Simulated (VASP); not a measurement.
# Nb3N4 (P-43m) in VASP: notebook, part 2 of 3

VASP 6.6.1. The steps go on from the part before.

### 3 Single point, PBE

This run uses another cell than the first one, of 14.98 Å³/atom.

INCAR

```
SYSTEM = Nb3N4
ALGO = Normal
EDIFF = 1E-7
ENCUT = 520
GGA = PE
ISIF = 2
ISMEAR = 0
LASPH = .True.
LCHARG = .False.
LREAL = .False.
LWAVE = .False.
NBANDS = 38
NELM = 80
PREC = Accurate
SIGMA = 0.1
```

KPOINTS

```
k-points
0
Gamma
  8 8 8
  0 0 0
```

POSCAR

```
Nb3N4
1.0
    4.7160920388      0.0000000000      0.0000000000
    0.0000000000      4.7160920388      0.0000000000
    0.0000000000      0.0000000000      4.7160920388
Nb N
3 4
Direct
    0.0000000000      0.0000000000      0.5000000000
    0.5000000000      0.0000000000      0.0000000000
    0.0000000000      0.5000000000      0.0000000000
    0.7622856201      0.2377143799      0.2377143799
    0.2377143799      0.7622856201      0.2377143799
    0.2377143799      0.2377143799      0.7622856201
    0.7622856201      0.7622856201      0.7622856201
```

Potentials or basis: VASP PAW PBE potentials, release 64 (Nb_sv, N).

Launch:

```
$ cat potpaw_PBE.64/Nb_sv/POTCAR potpaw_PBE.64/N/POTCAR > POTCAR
$ mpirun -np 1 vasp_std > vasp.out
```

OUTCAR:

```text
SYSTEM = Nb3N4
   EDIFF = 1E-7
   ENCUT = 520
   GGA = PE
   ISIF = 2
   ISMEAR = 0
   LASPH = .True.
   LREAL = .False.
   NELM = 80
   PREC = Accurate

 ion  position               nearest neighbor table
   1  0.000  0.000  0.500-   4 2.01   5 2.01   6 2.01   7 2.01
   2  0.500  0.000  0.000-   4 2.01   5 2.01   6 2.01   7 2.01
   3  0.000  0.500  0.000-   4 2.01   5 2.01   6 2.01   7 2.01
   4  0.762  0.238  0.238-   1 2.01   2 2.01   3 2.01
   5  0.238  0.762  0.238-   1 2.01   2 2.01   3 2.01
   6  0.238  0.238  0.762-   1 2.01   2 2.01   3 2.01
   7  0.762  0.762  0.762-   1 2.01   2 2.01   3 2.01

  LATTYP: Found a simple cubic cell.
 ALAT       =     4.7160920388

  Lattice vectors:

 A1 = (   4.7160920388,   0.0000000000,   0.0000000000)
 A2 = (   0.0000000000,   4.7160920388,   0.0000000000)
 A3 = (   0.0000000000,   0.0000000000,   4.7160920388)

Analysis of symmetry for initial positions (statically):
=====================================================================
 Subroutine PRICEL returns:
 Original cell was already a primitive cell.

 Routine SETGRP: Setting up the symmetry group for a
 simple cubic supercell.

 Subroutine GETGRP returns: Found 24 space group operations
 (whereof 24 operations were pure point group operations)
 out of a pool of 48 trial point group operations.

The static configuration has the point symmetry T_d .

Analysis of symmetry for dynamics (positions and initial velocities):
=====================================================================
 Subroutine PRICEL returns:
 Original cell was already a primitive cell.

 Routine SETGRP: Setting up the symmetry group for a
 simple cubic supercell.

 Subroutine GETGRP returns: Found 24 space group operations
 (whereof 24 operations were pure point group operations)
 out of a pool of 48 trial point group operations.
[... 133 lines left out ...]
  Fermi-wavevector in a.u.,A,eV,Ry     =   1.351377  2.553732 24.847233  1.826220
  Thomas-Fermi vector in A             =   2.478804
   LORBIT       =      0    0 simple, 1 ext, 2 COOP (PROOUT), +10 PAW based schemes
   GGA     = PE    functional components
   LHFCALC =     F    Hartree Fock is set to
   AEXX    =    0.0000 exact exchange contribution
   IVDW    =     0    specifies the selected vdW correction
   LEPSILON=     F    determine dielectric tensor
   LRPA    =     F    only Hartree local field effects (RPA)
 non-spin polarized calculation
 Gauss-broadening in eV      SIGMA  =   0.10
  energy-cutoff  :      520.00
  volume of cell :      104.89
 maximum number of plane-waves:      2872
 NGX is ok and might be reduce to    36
   NGX = 17   NGY = 17   NGZ = 17

 number of electron      59.0000002 magnetization

 Free energy of the ion-electron system (eV)
  ---------------------------------------------------
  ext. energy  EPLUGINS =         0.00000000
  ---------------------------------------------------
  free energy    TOTEN  =       -68.13765726 eV

  energy without entropy =      -68.10439549  energy(sigma->0) =      -68.12102638

 E-fermi :   7.2582     XC(G=0): -10.6721

 val. band max:        7.2377491791   @ k =   0.3750   0.0000   0.0000
 cond. band min:       7.2730489864   @ k =   0.3750   0.1250   0.0000
 fundamental gap:      0.0352998073
 Fermi energy:         7.2581736607

 k-point     1 :       0.0000    0.0000    0.0000
  band No.  band energies     occupation
      1     -48.7314      2.00000
      2     -48.6704      2.00000
      3     -48.6704      2.00000
      4     -25.1545      2.00000
      5     -25.1545      2.00000
      6     -25.1545      2.00000
[... 973 lines left out ...]
     37      10.0178      0.00000
     38      10.5118      0.00000

 [... further k-points ...]

------------------------ aborting loop because EDIFF is reached ----------------------------------------

  FORCE on cell =-STRESS in cart. coord.  units (eV):
  Direction    XX          YY          ZZ          XY          YZ          ZX
  --------------------------------------------------------------------------------------
  -------------------------------------------------------------------------------------
  Total       -0.2844613     -0.2844613     -0.2844613     -0.0000000      0.0000000     -0.0000000
  in kB       -4.3449720     -4.3449720     -4.3449720     -0.0000000      0.0000000     -0.0000000
  external PRESSURE =      -4.3449720 kB  Pullay stress =       0.0000000 kB

 VOLUME and BASIS-vectors are now :
 -----------------------------------------------------------------------------
  energy-cutoff  :      520.00
  volume of cell :      104.89
      direct lattice vectors                 reciprocal lattice vectors
     4.716092039  0.000000000  0.000000000     0.212039967  0.000000000  0.000000000
     0.000000000  4.716092039  0.000000000     0.000000000  0.212039967  0.000000000
     0.000000000  0.000000000  4.716092039     0.000000000  0.000000000  0.212039967

 POSITION                                       TOTAL-FORCE (eV/Angst)
 -----------------------------------------------------------------------------------
      0.00000      0.00000      2.35805        -0.000000     -0.000000     -0.000000
      2.35805      0.00000      0.00000         0.000000     -0.000000      0.000000
      0.00000      2.35805      0.00000         0.000000     -0.000000      0.000000
      3.59501      1.12108      1.12108         0.012837     -0.012837     -0.012837
      1.12108      3.59501      1.12108        -0.012837      0.012837     -0.012837
      1.12108      1.12108      3.59501        -0.012837     -0.012837      0.012837
      3.59501      3.59501      3.59501         0.012837      0.012837      0.012837
 -----------------------------------------------------------------------------------
    total drift:                                0.000000      0.000000     -0.000000

  FREE ENERGIE OF THE ION-ELECTRON SYSTEM (eV)
  ---------------------------------------------------
  free  energy   TOTEN  =       -68.1376572581 eV

  energy  without entropy=      -68.1043954931  energy(sigma->0) =      -68.12102638
```

Wall time 3.5 min (1 thread of Intel Xeon 8259CL, shared host); peak memory 0.26 GiB.

What came out:

* Free energy: -68.1377 eV
* Pressure: -0.4 GPa
* Largest force: 0.022 eV/Å
* Band gap on the k mesh: zero (an odd number of electrons rules out a gap without spin polarisation)

Forces in eV/Å, atoms in the order of the input:
```
Nb   0.000  0.000  0.000
Nb   0.000  0.000  0.000
Nb   0.000  0.000  0.000
N    0.013 -0.013 -0.013
N   -0.013  0.013 -0.013
N   -0.013 -0.013  0.013
N    0.013  0.013  0.013
```

Levels at points of the mesh, in eV from the Fermi level:
| k point | band 27 | band 28 | band 29 | band 30 | band 31 | band 32 | band 33 | band 34 |
| --- | --- | --- | --- | --- | --- | --- | --- | --- |
| (0.00, 0.00, 0.00) | -2.34 | -2.34 | -0.49 | -0.49 | -0.49 | 1.01 | 1.01 | 1.53 |
| (0.50, 0.00, 0.00) | -2.48 | -2.48 | -0.54 | 0.04 | 0.04 | 0.31 | 0.64 | 1.09 |
| (0.50, 0.50, 0.00) | -3.52 | -3.52 | 0.08 | 0.54 | 0.54 | 1.23 | 1.49 | 1.50 |
| (0.50, 0.50, 0.50) | -3.58 | -3.58 | 0.88 | 0.88 | 0.88 | 1.22 | 1.22 | 1.22 |

(Part 2 of 3 ends here.)

The gap in the log of VASP goes by the Fermi energy; the results here count the filled bands.